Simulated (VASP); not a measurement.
# V2N3 (P-3m1) in VASP: single point with r2SCAN

Aim: the single point of V2N3 with r2SCAN.

Program: VASP 6.6.1. These are calculated values, not measurements. Logs are shortened: lines on timing, memory, paths and dates and some standing lists are left out, and cuts for length are marked.

## Step 1: The cell of the first run

The structure is trigonal, space group P-3m1 (No. 164). Conventional cell: a = 2.703 Å, b = 2.703 Å, c = 6.101 Å, α = 90.00°, β = 90.00°, γ = 120.00°. Within 3.0 Å of V (site symmetry 3m) lie 9 N at 1.96 to 2.94 Å and 9 V at 2.70 to 2.88 Å. Within 2.8 Å of N (site symmetry -3m) lie 6 V at 1.98 Å and 8 N at 2.39 to 2.70 Å. N (site symmetry 3m) has 1 N at 1.31 Å within 1.8 Å.

## Step 2: Single point, r2SCAN, collinear spin, ferromagnetic start (7.72 Å³/atom)

Contents of POSCAR:

```
V2N3
1.0
    2.7025291068      0.0000000000      0.0000000000
   -1.3512645534      2.3404588609      0.0000000000
    0.0000000000      0.0000000000      6.1005292438
V N
2 3
Direct
    0.6666666667      0.3333333333      0.3012591291
    0.3333333333      0.6666666667      0.6987408709
    0.0000000000      0.0000000000      0.5000000000
    0.0000000000      0.0000000000      0.1076514998
    0.0000000000      0.0000000000      0.8923485002
```

Contents of INCAR.step1:

```
SYSTEM = V2N3
  PREC = Accurate
  ENCUT = 520
  ISMEAR = 0
  SIGMA = 0.1
  LREAL = .FALSE.
  LASPH = .TRUE.
  NELM = 150
  ISPIN = 2
  MAGMOM = 0.42 0.42 0 0 0
  LMAXMIX = 4
  NBANDS = 32
  GGA = PE
  ALGO = Normal
  EDIFF = 1E-4
  LWAVE = .TRUE.
  LCHARG = .FALSE.
```

Contents of INCAR.step2:

```
SYSTEM = V2N3
  PREC = Accurate
  ENCUT = 520
  EDIFF = 1E-6
  ISMEAR = 0
  SIGMA = 0.1
  LREAL = .FALSE.
  LASPH = .TRUE.
  NELM = 150
  ALGO = Normal
  ISIF = 2
  LWAVE = .FALSE.
  LCHARG = .FALSE.
  ISPIN = 2
  MAGMOM = 0.42 0.42 0 0 0
  LORBIT = 11
  LMAXMIX = 4
  METAGGA = R2SCAN
  LMIXTAU = .TRUE.
  NBANDS = 32
  ISTART = 1
```

Contents of KPOINTS:

```
regular mesh
0
G
  12 12 6
  0 0 0
```

Potentials or basis: VASP PAW PBE potentials, release 64 (V_sv, N).

Command:

```
$ cat potpaw_PBE.64/V_sv/POTCAR potpaw_PBE.64/N/POTCAR > POTCAR
$ cp INCAR.step1 INCAR
$ mpirun -np 1 vasp_std > vasp.out
$ cp INCAR.step2 INCAR
$ mpirun -np 1 vasp_std > vasp.out
```

OUTCAR:

```text
SYSTEM = V2N3
   PREC = Accurate
   ENCUT = 520
   EDIFF = 1E-6
   ISMEAR = 0
   LREAL = .FALSE.
   LASPH = .TRUE.
   NELM = 150
   ISIF = 2
   ISPIN = 2
   LORBIT = 11
   METAGGA = R2SCAN
   ISTART = 1

 ion  position               nearest neighbor table
   1  0.667  0.333  0.301-   4 1.96   4 1.96   4 1.96   3 1.98   3 1.98   3 1.98   2 2.88   2 2.88
                             2 2.88
   2  0.333  0.667  0.699-   5 1.96   5 1.96   5 1.96   3 1.98   3 1.98   3 1.98   1 2.88   1 2.88
                             1 2.88
   3  0.000  0.000  0.500-   1 1.98   2 1.98   2 1.98   1 1.98   1 1.98   2 1.98
   4  0.000  0.000  0.108-   5 1.31   1 1.96   1 1.96   1 1.96
   5  0.000  0.000  0.892-   4 1.31   2 1.96   2 1.96   2 1.96

  LATTYP: Found a hexagonal cell.
 ALAT       =     2.7025291068
 C/A-ratio  =     2.2573408103

  Lattice vectors:

 A1 = (   2.7025291068,   0.0000000000,   0.0000000000)
 A2 = (  -1.3512645534,   2.3404588609,   0.0000000000)
 A3 = (   0.0000000000,   0.0000000000,   6.1005292438)

Analysis of symmetry for initial positions (statically):
=====================================================================
 Subroutine PRICEL returns:
 Original cell was already a primitive cell.

 Routine SETGRP: Setting up the symmetry group for a
 hexagonal supercell.

 Subroutine GETGRP returns: Found 12 space group operations
 (whereof 12 operations were pure point group operations)
 out of a pool of 24 trial point group operations.

The static configuration has the point symmetry D_3d.

Analysis of symmetry for dynamics (positions and initial velocities):
=====================================================================
 Subroutine PRICEL returns:
 Original cell was already a primitive cell.

 Routine SETGRP: Setting up the symmetry group for a
 hexagonal supercell.

 Subroutine GETGRP returns: Found 12 space group operations
 (whereof 12 operations were pure point group operations)
 out of a pool of 24 trial point group operations.

The dynamic configuration has the point symmetry D_3d.

Analysis of structural, dynamic, and magnetic symmetry:
=====================================================================
 Subroutine PRICEL returns:
 Original cell was already a primitive cell.

 Routine SETGRP: Setting up the symmetry group for a
 hexagonal supercell.

 Subroutine GETGRP returns: Found 12 space group operations
 (whereof 12 operations were pure point group operations)
 out of a pool of 24 trial point group operations.

The overall configuration has the point symmetry D_3d.

 Subroutine INISYM returns: Found 12 space group operations
 (whereof 12 operations are pure point group operations),
 and found     1 'primitive' translations

----------------------------------------------------------------------------------------

                                     Primitive cell

  volume of cell :      38.5868

  direct lattice vectors                    reciprocal lattice vectors
     2.702529107  0.000000000  0.000000000     0.370023767  0.213633321  0.000000000
    -1.351264553  2.340458861  0.000000000     0.000000000  0.427266643  0.000000000
     0.000000000  0.000000000  6.100529244     0.000000000  0.000000000  0.163920204

  length of vectors
     2.702529107  2.702529107  6.100529244     0.427266643  0.427266643  0.163920204

  position of ions in fractional coordinates (direct lattice)
     0.666666667  0.333333333  0.301259129
     0.333333333  0.666666667  0.698740871
     0.000000000  0.000000000  0.500000000
     0.000000000  0.000000000  0.107651500
     0.000000000  0.000000000  0.892348500

  ion indices of the primitive-cell ions
   primitive index   ion index
                 1           1
                 2           2
                 3           3
                 4           4
                 5           5

----------------------------------------------------------------------------------------

 KPOINTS: regular mesh

Automatic generation of k-mesh.
 Grid dimensions read from file:
 generate k-points for:   12   12    6

 Generating k-lattice:

  Cartesian coordinates                     Fractional coordinates (reciprocal lattice)
     0.030835314  0.017802777  0.000000000     0.083333333  0.000000000  0.000000000
     0.000000000  0.035605554  0.000000000     0.000000000  0.083333333  0.000000000
     0.000000000  0.000000000  0.027320034     0.000000000  0.000000000  0.166666667

  Length of vectors
     0.035605554  0.035605554  0.027320034

  Shift w.r.t. Gamma in fractional coordinates (k-lattice)
     0.000000000  0.000000000  0.000000000

 Subroutine IBZKPT returns following result:
 ===========================================

 Found    100 irreducible k-points:

 Following reciprocal coordinates:
            Coordinates               Weight
  0.000000  0.000000  0.000000      1.000000
  0.083333  0.000000  0.000000      6.000000
  0.166667  0.000000  0.000000      6.000000
  0.250000  0.000000  0.000000      6.000000
  0.333333 -0.000000  0.000000      6.000000
  0.416667 -0.000000  0.000000      6.000000
[... 16 lines left out ...]
  0.166667  0.000000  0.166667      6.000000
  0.000000  0.166667  0.166667      6.000000
 [... further k-points ...]
   k-points           NKPTS =    100   k-points in BZ     NKDIM =    100   number of bands    NBANDS=     32
   number of dos      NEDOS =    301   number of ions     NIONS =      5
   total plane-waves  NPLWV =  19200
   dimension x,y,z NGX =    20 NGY =   20 NGZ =   48
   dimension x,y,z NGXF=    40 NGYF=   40 NGZF=   96
   ions per type =               2   3
   NGX,Y,Z   is equivalent  to a cutoff of  12.30, 12.30, 13.08 a.u.
   NGXF,Y,Z  is equivalent  to a cutoff of  24.61, 24.61, 26.16 a.u.
 SYSTEM =  V2N3
   PREC   = accura    normal or accurate (medium, high low for compatibility)
   ISTART =      1    job   : 0-new  1-cont  2-samecut
   ICHARG =      0    charge: 1-file 2-atom 10-const
   ISPIN  =      2    spin polarized calculation?
   LNONCOLLINEAR =      F non collinear calculations
   LSORBIT =      F    spin-orbit coupling
   LASPH  =      T    aspherical Exc in radial PAW
   ENCUT  =  520.0 eV  38.22 Ry    6.18 a.u.   5.02  5.02 11.34*2*pi/ulx,y,z
   NELM   =    150;   NELMIN=  2; NELMDL=  0     # of ELM steps
   EDIFF  = 0.1E-05   stopping-criterion for ELM
   LREAL  =      F    real-space projection
   EDIFFG = 0.1E-04   stopping-criterion for IOM
   NSW    =      0    number of steps for IOM
   IBRION =     -1    ionic relax: 0-MD 1-quasi-New 2-CG
   NFREE  =      0    steps in history (QN), initial steepest desc. (CG)
   ISIF   =      2    stress and relaxation
   ISYM   =      2    0-nonsym 1-usesym 2-fastsym
   POTIM  = 0.5000    time-step for ionic-motion
   TEBEG  =    0.0;   TEEND  =   0.0 temperature during run
   PSTRESS=    0.0 pullay stress
   NELECT =      41.0000    total number of electrons
   NUPDOWN=      -1.0000    fix difference up-down
   EMIN   =  10.00;   EMAX   =-10.00  energy-range for DOS
   EFERMI =   0.00;   METHOD = LEGACY
   ISMEAR =     0;   SIGMA  =   0.10  broadening in eV -4-tet -1-fermi 0-gaus
   EFERMI_NEDOS =   21; number of points for ismear=-14 and -15
   IALGO  =     38    algorithm
   IMIX   =      4    mixing-type and parameters
     AMIX     =   0.40;   BMIX     =  1.00
     AMIX_MAG =   1.60;   BMIX_MAG =  1.00
  volume/ion in A,a.u.               =       7.72        52.08
  Fermi-wavevector in a.u.,A,eV,Ry     =   1.670538  3.156860 37.969762  2.790699
  Thomas-Fermi vector in A             =   2.756019
   LORBIT       =     11    0 simple, 1 ext, 2 COOP (PROOUT), +10 PAW based schemes
   METAGGA = R2SCAN    functional components
   LHFCALC =     F    Hartree Fock is set to
   AEXX    =    0.0000 exact exchange contribution
   IVDW    =     0    specifies the selected vdW correction
   LEPSILON=     F    determine dielectric tensor
   LRPA    =     F    only Hartree local field effects (RPA)
 spin polarized calculation
 Gauss-broadening in eV      SIGMA  =   0.10
  energy-cutoff  :      520.00
  volume of cell :       38.59
 maximum number of plane-waves:      1056
   NGX =  9   NGY =  9   NGZ = 23

 number of electron      40.9999996 magnetization      -0.0000099

 Free energy of the ion-electron system (eV)
  ---------------------------------------------------
  ext. energy  EPLUGINS =         0.00000000
  ---------------------------------------------------
  free energy    TOTEN  =       -59.93969578 eV

  energy without entropy =      -59.93091460  energy(sigma->0) =      -59.93530519

 E-fermi :  11.4400     XC(G=0): -14.8483

 val. band max:       11.4357558240   @ k =   0.0833   0.0000   0.3333
 cond. band min:      11.4467184324   @ k =   0.3333   0.0833   0.1667
 fundamental gap:      0.0109626083
 Fermi energy:        11.4400478121

 spin component 1

 k-point     1 :       0.0000    0.0000    0.0000
  band No.  band energies     occupation
      1     -55.8202      1.00000
      2     -55.7723      1.00000
      3     -28.7528      1.00000
      4     -28.3797      1.00000
      5     -28.2629      1.00000
      6     -28.2629      1.00000
[... 829 lines left out ...]
     31      22.3888      0.00000
     32      23.5864      0.00000

 [... further k-points ...]

 spin component 2

 k-point     1 :       0.0000    0.0000    0.0000
  band No.  band energies     occupation
      1     -55.8202      1.00000
      2     -55.7723      1.00000
      3     -28.7528      1.00000
      4     -28.3797      1.00000
      5     -28.2629      1.00000
      6     -28.2629      1.00000
[... 829 lines left out ...]
     31      22.3888      0.00000
     32      23.5864      0.00000

 [... further k-points ...]
[... 5 lines left out ...]
  --------------------------------------------------------------------------------------
  -------------------------------------------------------------------------------------
  Total        8.6070186      8.6070186      8.9107740     -0.0000000      0.0000000      0.0000000
  in kB      357.3752052    357.3752052    369.9875476     -0.0000000      0.0000000      0.0000000
  external PRESSURE =     361.5793193 kB  Pullay stress =       0.0000000 kB

 VOLUME and BASIS-vectors are now :
 -----------------------------------------------------------------------------
  energy-cutoff  :      520.00
  volume of cell :       38.59
      direct lattice vectors                 reciprocal lattice vectors
     2.702529107  0.000000000  0.000000000     0.370023767  0.213633321  0.000000000
    -1.351264553  2.340458861  0.000000000     0.000000000  0.427266643  0.000000000
     0.000000000  0.000000000  6.100529244     0.000000000  0.000000000  0.163920204

 POSITION                                       TOTAL-FORCE (eV/Angst)
 -----------------------------------------------------------------------------------
      1.35126      0.78015      1.83784         0.000000     -0.000000     -0.024101
     -0.00000      1.56031      4.26269        -0.000000      0.000000      0.024101
      0.00000      0.00000      3.05026         0.000000      0.000000      0.000000
      0.00000      0.00000      0.65673        -0.000000     -0.000000      0.079611
      0.00000      0.00000      5.44380        -0.000000      0.000000     -0.079611
 -----------------------------------------------------------------------------------
    total drift:                                0.000000     -0.000000      0.000000

  FREE ENERGIE OF THE ION-ELECTRON SYSTEM (eV)
  ---------------------------------------------------
  free  energy   TOTEN  =       -59.9396957769 eV

  energy  without entropy=      -59.9309146009  energy(sigma->0) =      -59.93530519

 total charge

# of ion       s       p       d       tot
------------------------------------------
    1        2.289   6.379   3.310  11.977
    2        2.289   6.379   3.310  11.977
    3        1.274   2.637   0.000   3.910
    4        1.264   2.630   0.000   3.894
    5        1.264   2.630   0.000   3.894
--------------------------------------------------
tot          8.379  20.655   6.619  35.653

 magnetization (x)

# of ion       s       p       d       tot
------------------------------------------
    1       -0.000  -0.000  -0.000  -0.000
    2       -0.000  -0.000  -0.000  -0.000
    3        0.000   0.000   0.000   0.000
    4        0.000   0.000   0.000   0.000
    5        0.000   0.000   0.000   0.000
--------------------------------------------------
tot         -0.000   0.000  -0.000  -0.000
```

Wall time 22 min (1 thread of Intel Xeon 8259CL, shared host); peak memory 0.31 GiB.

Results:

- Free energy: -59.9397 eV
- Pressure: 36.2 GPa
- Largest force: 0.080 eV/Å
- Net moment: 0.00 μB per cell
- Valence electrons inside the program's atomic spheres: V 11.98; N 3.91, 3.89 (each value once)

Forces in eV/Å, atoms in the order of the input:
```
V    0.000  0.000 -0.024
V    0.000  0.000  0.024
N    0.000  0.000  0.000
N    0.000  0.000  0.080
N    0.000  0.000 -0.080
```

Caveat: the cell stands under pressure; the PAW data sets were made with another functional, which shifts forces and pressure a little. With open d or f shells a metallic result of r2SCAN can be an artefact of self-interaction; +U or a hybrid may open a gap.
